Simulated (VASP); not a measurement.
# W (Fm-3m) in VASP: notebook, part 2 of 2

VASP 6.6.1. The steps go on from the part before.

## Step 3: Single point, RPBE

This run uses another cell than the first one, of 16.65 Å³/atom, 1.046 times its volume.

INCAR reads:

```
PREC = Accurate
ENCUT = 500
EDIFF = 1E-6
ISMEAR = 0
SIGMA = 0.1
LREAL = False
LASPH = True
NELM = 120
ALGO = Normal
ISIF = 2
LWAVE = False
LCHARG = False
GGA = RP
NBANDS = 13
GGA_COMPAT = False
```

KPOINTS reads:

```
regular mesh
0
Gamma
  11 11 11
```

POSCAR reads:

```
W
1.0
    0.0000000000      2.0265889652      2.0265889652
    2.0265889652      0.0000000000      2.0265889652
    2.0265889652      2.0265889652      0.0000000000
W
1
Direct
    0.0000000000      0.0000000000      0.0000000000
```

Potentials or basis: VASP PAW PBE potentials, release 64 (W_sv).

On the command line:

```
$ cat potpaw_PBE.64/W_sv/POTCAR > POTCAR
$ mpirun -np 1 vasp_std > vasp.out
```

OUTCAR:

```text
PREC = Accurate
   ENCUT = 500
   EDIFF = 1E-6
   ISMEAR = 0
   LREAL = False
   LASPH = True
   NELM = 120
   ISIF = 2
   GGA = RP

 ion  position               nearest neighbor table
   1  0.000  0.000  0.000-

  LATTYP: Found a face centered cubic cell.
 ALAT       =     4.0531779304

  Lattice vectors:

 A1 = (   0.0000000000,   2.0265889652,   2.0265889652)
 A2 = (   2.0265889652,   0.0000000000,   2.0265889652)
 A3 = (   2.0265889652,   2.0265889652,   0.0000000000)

Analysis of symmetry for initial positions (statically):
=====================================================================
 Subroutine PRICEL returns:
 Original cell was already a primitive cell.

 Routine SETGRP: Setting up the symmetry group for a
 face centered cubic supercell.

 Subroutine GETGRP returns: Found 48 space group operations
[... 9 lines left out ...]

 Routine SETGRP: Setting up the symmetry group for a
 face centered cubic supercell.

 Subroutine GETGRP returns: Found 48 space group operations
[... 11 lines left out ...]
                                     Primitive cell

  volume of cell :      16.6467

  direct lattice vectors                    reciprocal lattice vectors
     0.000000000  2.026588965  2.026588965    -0.246719985  0.246719985  0.246719985
     2.026588965  0.000000000  2.026588965     0.246719985 -0.246719985  0.246719985
     2.026588965  2.026588965  0.000000000     0.246719985  0.246719985 -0.246719985

  length of vectors
     2.866029600  2.866029600  2.866029600     0.427331550  0.427331550  0.427331550

  position of ions in fractional coordinates (direct lattice)
     0.000000000  0.000000000  0.000000000

  ion indices of the primitive-cell ions
   primitive index   ion index
                 1           1

----------------------------------------------------------------------------------------

 KPOINTS: regular mesh

Automatic generation of k-mesh.
 Grid dimensions read from file:
 generate k-points for:   11   11   11

 Generating k-lattice:

  Cartesian coordinates                     Fractional coordinates (reciprocal lattice)
    -0.022429090  0.022429090  0.022429090     0.090909091  0.000000000  0.000000000
     0.022429090 -0.022429090  0.022429090     0.000000000  0.090909091  0.000000000
     0.022429090  0.022429090 -0.022429090     0.000000000  0.000000000  0.090909091

  Length of vectors
     0.038848323  0.038848323  0.038848323

  Shift w.r.t. Gamma in fractional coordinates (k-lattice)
     0.000000000  0.000000000  0.000000000

 Subroutine IBZKPT returns following result:
 ===========================================

 Found     56 irreducible k-points:

 Following reciprocal coordinates:
            Coordinates               Weight
  0.000000  0.000000  0.000000      1.000000
  0.090909  0.000000  0.000000      8.000000
  0.181818  0.000000  0.000000      8.000000
  0.272727  0.000000  0.000000      8.000000
  0.363636  0.000000  0.000000      8.000000
  0.454545  0.000000  0.000000      8.000000
[... 16 lines left out ...]
 -0.272727  0.181818  0.000000     24.000000
 -0.181818  0.181818  0.000000     12.000000
 [... further k-points ...]
   k-points           NKPTS =     56   k-points in BZ     NKDIM =     56   number of bands    NBANDS=     13
   number of dos      NEDOS =    301   number of ions     NIONS =      1
   total plane-waves  NPLWV =  13824
   dimension x,y,z NGX =    24 NGY =   24 NGZ =   24
   dimension x,y,z NGXF=    48 NGYF=   48 NGZF=   48
   ions per type =               1
   NGX,Y,Z   is equivalent  to a cutoff of  13.92, 13.92, 13.92 a.u.
   NGXF,Y,Z  is equivalent  to a cutoff of  27.84, 27.84, 27.84 a.u.
 SYSTEM =  unknown system
   PREC   = accura    normal or accurate (medium, high low for compatibility)
   ISTART =      0    job   : 0-new  1-cont  2-samecut
   ICHARG =      2    charge: 1-file 2-atom 10-const
   ISPIN  =      1    spin polarized calculation?
   LNONCOLLINEAR =      F non collinear calculations
   LSORBIT =      F    spin-orbit coupling
   LASPH  =      T    aspherical Exc in radial PAW
   ENCUT  =  500.0 eV  36.75 Ry    6.06 a.u.   5.23  5.23  5.23*2*pi/ulx,y,z
   NELM   =    120;   NELMIN=  2; NELMDL= -5     # of ELM steps
   EDIFF  = 0.1E-05   stopping-criterion for ELM
   LREAL  =      F    real-space projection
   EDIFFG = 0.1E-04   stopping-criterion for IOM
   NSW    =      0    number of steps for IOM
   IBRION =     -1    ionic relax: 0-MD 1-quasi-New 2-CG
   NFREE  =      0    steps in history (QN), initial steepest desc. (CG)
   ISIF   =      2    stress and relaxation
   ISYM   =      2    0-nonsym 1-usesym 2-fastsym
   POTIM  = 0.5000    time-step for ionic-motion
   TEBEG  =    0.0;   TEEND  =   0.0 temperature during run
   PSTRESS=    0.0 pullay stress
   NELECT =      14.0000    total number of electrons
   NUPDOWN=      -1.0000    fix difference up-down
   EMIN   =  10.00;   EMAX   =-10.00  energy-range for DOS
   EFERMI =   0.00;   METHOD = LEGACY
   ISMEAR =     0;   SIGMA  =   0.10  broadening in eV -4-tet -1-fermi 0-gaus
   EFERMI_NEDOS =   21; number of points for ismear=-14 and -15
   IALGO  =     38    algorithm
   IMIX   =      4    mixing-type and parameters
     AMIX     =   0.40;   BMIX     =  1.00
     AMIX_MAG =   1.60;   BMIX_MAG =  1.00
  volume/ion in A,a.u.               =      16.65       112.34
  Fermi-wavevector in a.u.,A,eV,Ry     =   1.545285  2.920165 32.489417  2.387905
  Thomas-Fermi vector in A             =   2.650685
   LORBIT       =      0    0 simple, 1 ext, 2 COOP (PROOUT), +10 PAW based schemes
   GGA     = RP    functional components
   LHFCALC =     F    Hartree Fock is set to
   AEXX    =    0.0000 exact exchange contribution
   IVDW    =     0    specifies the selected vdW correction
   LEPSILON=     F    determine dielectric tensor
   LRPA    =     F    only Hartree local field effects (RPA)
 non-spin polarized calculation
 Gauss-broadening in eV      SIGMA  =   0.10
  energy-cutoff  :      500.00
  volume of cell :       16.65
 maximum number of plane-waves:       440
 NGX is ok and might be reduce to    24
   NGX = 11   NGY = 11   NGZ = 11

 number of electron      14.0000002 magnetization

 Free energy of the ion-electron system (eV)
  ---------------------------------------------------
  ext. energy  EPLUGINS =         0.00000000
  ---------------------------------------------------
  free energy    TOTEN  =       -11.93496583 eV

  energy without entropy =      -11.92996347  energy(sigma->0) =      -11.93246465

 E-fermi :  10.3966     XC(G=0): -13.3015

 val. band max:       10.3606341787   @ k =  -0.2727   0.0909   0.0000
 cond. band min:      10.4143901110   @ k =   0.1818   0.0909   0.0000
 fundamental gap:      0.0537559323
 Fermi energy:        10.3966469390

 k-point     1 :       0.0000    0.0000    0.0000
  band No.  band energies     occupation
      1     -63.3454      2.00000
      2     -26.9916      2.00000
      3     -26.9916      2.00000
      4     -26.9916      2.00000
      5       1.4615      2.00000
      6       9.8497      2.00000
      7       9.8497      2.00000
      8       9.8497      2.00000
      9      12.9221      0.00000
     10      12.9221      0.00000
     11      23.1109      0.00000
     12      28.2799      0.00000
     13      28.2799      0.00000

 k-point     2 :       0.0909    0.0000    0.0000
  band No.  band energies     occupation
      1     -63.3376      2.00000
      2     -27.0835      2.00000
      3     -27.0034      2.00000
      4     -27.0034      2.00000
      5       1.8139      2.00000
      6       9.5851      2.00000
      7      10.0091      2.00000
      8      10.0091      2.00000
      9      12.7831      0.00000
     10      12.7831      0.00000
     11      23.8049      0.00000
     12      26.9307      0.00000
     13      28.9411      0.00000
[... 321 lines left out ...]
 k-point    23 :      -0.2727    0.1818    0.0000
  band No.  band energies     occupation
      1     -63.2561      2.00000
      2     -27.7793      2.00000
      3     -27.3447      2.00000
      4     -27.1131      2.00000
      5       5.6693      2.00000
      6       8.4657      2.00000
      7       9.0645      2.00000
      8      10.8855      0.00000
      9      12.5948      0.00000
     10      16.2124      0.00000
     11      23.1201      0.00000
     12      26.4312      0.00000
     13      27.8360      0.00000

 k-point    24 :      -0.1818    0.1818    0.0000
  band No.  band energies     occupation
      1     -63.2795      2.00000
      2     -27.6015      2.00000
      3     -27.2482      2.00000
      4     -27.0654      2.00000
      5       4.5870      2.00000
      6       8.3301      2.00000
      7       9.7621      2.00000
      8      11.3419      0.00000
      9      11.3968      0.00000
     10      14.8225      0.00000
     11      24.5209      0.00000
     12      28.0462      0.00000
     13      28.8694      0.00000

 [... further k-points ...]

------------------------ aborting loop because EDIFF is reached ----------------------------------------

  FORCE on cell =-STRESS in cart. coord.  units (eV):
  Direction    XX          YY          ZZ          XY          YZ          ZX
  --------------------------------------------------------------------------------------
  -------------------------------------------------------------------------------------
  Total        0.0353628      0.0353628      0.0353628      0.0000000     -0.0000000     -0.0000000
  in kB        3.4035348      3.4035348      3.4035348      0.0000000     -0.0000000     -0.0000000
  external PRESSURE =       3.4035348 kB  Pullay stress =       0.0000000 kB

 VOLUME and BASIS-vectors are now :
 -----------------------------------------------------------------------------
  energy-cutoff  :      500.00
  volume of cell :       16.65
      direct lattice vectors                 reciprocal lattice vectors
     0.000000000  2.026588965  2.026588965    -0.246719985  0.246719985  0.246719985
     2.026588965  0.000000000  2.026588965     0.246719985 -0.246719985  0.246719985
     2.026588965  2.026588965  0.000000000     0.246719985  0.246719985 -0.246719985

 POSITION                                       TOTAL-FORCE (eV/Angst)
 -----------------------------------------------------------------------------------
      0.00000      0.00000      0.00000        -0.000000     -0.000000     -0.000000
 -----------------------------------------------------------------------------------
    total drift:                                0.000000      0.000000      0.000000

  FREE ENERGIE OF THE ION-ELECTRON SYSTEM (eV)
  ---------------------------------------------------
  free  energy   TOTEN  =       -11.9349658297 eV

  energy  without entropy=      -11.9299634730  energy(sigma->0) =      -11.93246465
```

stdout:

```text
POSCAR found type information on POSCAR W
 POSCAR found :  1 types and       1 ions
 scaLAPACK will be used
 -----------------------------------------------------------------------------
|                                                                             |
|                                                                             |
|     You enforced a specific xc type in the INCAR file but a different       |
|     I HOPE YOU KNOW WHAT YOU ARE DOING!                                     |
|                                                                             |
 -----------------------------------------------------------------------------

 LDA part: xc-table for (Slater+PW92), standard interpolation
 POSCAR, INCAR and KPOINTS ok, starting setup
 FFT: planning ... GRIDC
 FFT: planning ... GRID_SOFT
 FFT: planning ... GRID
 WAVECAR not read
 entering main loop
```

Wall time 14 s (1 thread of Intel Xeon 8259CL, shared host); peak memory 0.14 GiB.

What came out:

```
Free energy            : -11.9350 eV
Pressure               : 0.3 GPa
Band gap on the k mesh : zero (band 7 reaches 12.94 eV, above the bottom of band 8 at 9.85 eV)
```

Caveat: the PAW data sets were made with another functional, which shifts forces and pressure a little; spin-orbit coupling is left out, which moves the levels of the heavy elements.

## Step 4: Single point, PBE+D3(BJ)

This run uses another cell than the first one, of 16.07 Å³/atom, 1.010 times its volume.

INCAR reads:

```
SYSTEM = W
PREC = Accurate
ENCUT = 500
EDIFF = 1E-6
ISMEAR = 0
SIGMA = 0.1
LREAL = .FALSE.
LASPH = .TRUE.
NELM = 120
ALGO = Normal
ISIF = 2
LWAVE = .FALSE.
LCHARG = .FALSE.
GGA = PE
IVDW = 12
NBANDS = 13
GGA_COMPAT = .FALSE.
```

KPOINTS reads:

```
regular mesh
0
G
  11 11 11
  0 0 0
```

POSCAR reads:

```
W
1.0
    0.0000000000      2.0030382326      2.0030382326
    2.0030382326      0.0000000000      2.0030382326
    2.0030382326      2.0030382326      0.0000000000
W
1
Direct
    0.0000000000      0.0000000000      0.0000000000
```

On the command line:

```
$ cat potpaw_PBE.64/W_sv/POTCAR > POTCAR
$ mpirun -np 1 vasp_std > vasp.out
```

Run time: 14 s. Hardware: 1 thread of Intel Xeon 8259CL, shared host; peak memory 0.15 GiB.

Results (log left out):

```
Free energy                : -13.1594 eV
Pressure                   : 0.5 GPa
Band gap on the k mesh     : zero (band 7 reaches 13.55 eV, above the bottom of band 8 at 10.19 eV)
Dispersion energy per atom : -0.685 eV
```

Levels at points of the mesh, in eV from the Fermi level:
```tsv
k point	band 3	band 4	band 5	band 6	band 7	band 8	band 9	band 10	band 11	band 12
(0.00, 0.00, 0.00)	-37.23	-37.23	-9.08	-0.57	-0.57	-0.57	2.65	2.65	12.83	18.15
```

Caveat: spin-orbit coupling is left out, which moves the levels of the heavy elements; pairwise dispersion overbinds metals, which lowers pressure and volume.

## Step 5: Relaxation of cell and atoms, RPBE

This run uses another cell than the first one, of 16.73 Å³/atom, 1.051 times its volume.

INCAR reads:

```
PREC = Accurate ; ENCUT = 500
EDIFF = 1E-7 ; ISMEAR = 0
SIGMA = 0.1 ; LREAL = F
LASPH = T ; NELM = 120
ALGO = Normal ; ISIF = 3
LWAVE = F ; LCHARG = F
GGA = RP ; IBRION = 2
NSW = 80 ; EDIFFG = -0.01
GGA_COMPAT = F ; NELMIN = 4
```

KPOINTS reads:

```
Automatic mesh
0
Gamma
  11 11 11
```

POSCAR reads:

```
W
1.0
    0.0000000000      2.0300000000      2.0300000000
    2.0300000000      0.0000000000      2.0300000000
    2.0300000000      2.0300000000      0.0000000000
W
1
Direct
    0.0000000000      0.0000000000      0.0000000000
```

On the command line:

```
$ cat potpaw_PBE.64/W_sv/POTCAR > POTCAR
$ mpirun -np 1 vasp_std > vasp.out
```

Run time: 29 s. Hardware: 1 thread of Intel Xeon 8259CL, shared host; peak memory 0.15 GiB.

It converged, with:

- Free energy: -11.9350 eV
- Relaxed volume: 16.67 Å³/atom
- Relaxed cell: a = 2.867 Å, b = 2.867 Å, c = 2.867 Å, α = 60.00°, β = 60.00°, γ = 60.00°
- Space group after relaxing (to 0.05 Å): Fm-3m (No. 225)
- Energy gained by relaxing: 0.2 meV/atom
- Ionic steps: 3
- Pressure after relaxing: 0.0 GPa
- Band gap on the k mesh: zero (band 7 reaches 12.92 eV, above the bottom of band 8 at 9.83 eV)

The path:
```
step  energy change (eV)  largest force (eV/Å)  pressure (GPa)  volume (Å³)
   1              0.0000                0.0000           -1.07        16.73
   2              0.0020                0.0000            3.60        16.46
   3             -0.0002                0.0000            0.00        16.67
```

Final structure:
```cif
data_structure
_symmetry_space_group_name_H-M 'P 1'
_symmetry_Int_Tables_number 1
_cell_length_a 2.8672
_cell_length_b 2.8672
_cell_length_c 2.8672
_cell_angle_alpha 60.000
_cell_angle_beta 60.000
_cell_angle_gamma 60.000
_cell_volume 16.67
loop_
_atom_site_label
_atom_site_type_symbol
_atom_site_fract_x
_atom_site_fract_y
_atom_site_fract_z
_atom_site_occupancy
W1 W 0.00000 0.00000 0.00000 1
```

Levels at points of the mesh, in eV from the Fermi level:
```csv
k point,band 3,band 4,band 5,band 6,band 7,band 8,band 9,band 10,band 11
"(0.00, 0.00, 0.00)",-37.39,-37.39,-8.93,-0.55,-0.55,-0.55,2.52,2.52,12.71
```

Caveat: the PAW data sets were made with another functional, which shifts forces and pressure a little; spin-orbit coupling is left out, which moves the levels of the heavy elements.

## Step 6: The runs side by side

```csv
task,level,cell,gap on the mesh (eV),pressure (GPa)
single point,revPBE+D3(BJ),"a = 2.824 Å, angles 60.0°, 1 atom",none,0.6
single point,RPBE,"a = 2.866 Å, angles 60.0°, 1 atom",none,0.3
single point,PBE+D3(BJ),"a = 2.833 Å, angles 60.0°, 1 atom",none,0.5
relaxation of cell and atoms,RPBE,"relaxed from a = 2.871 Å, angles 60.0°, 1 atom",none,0.0
```

Alike in all rows: potentials or basis VASP PAW PBE potentials, release 64 (W_sv); no spin polarisation; k mesh 11 × 11 × 11; cutoff (eV) 500; smearing gaussian 0.1 eV.

Caveats: spin-orbit coupling is left out, which moves the levels of the heavy elements; the PAW data sets were made with another functional, which shifts forces and pressure a little (some runs); pairwise dispersion overbinds metals, which lowers pressure and volume (some runs).

Absolute energies hang on the potentials; compare differences alone.
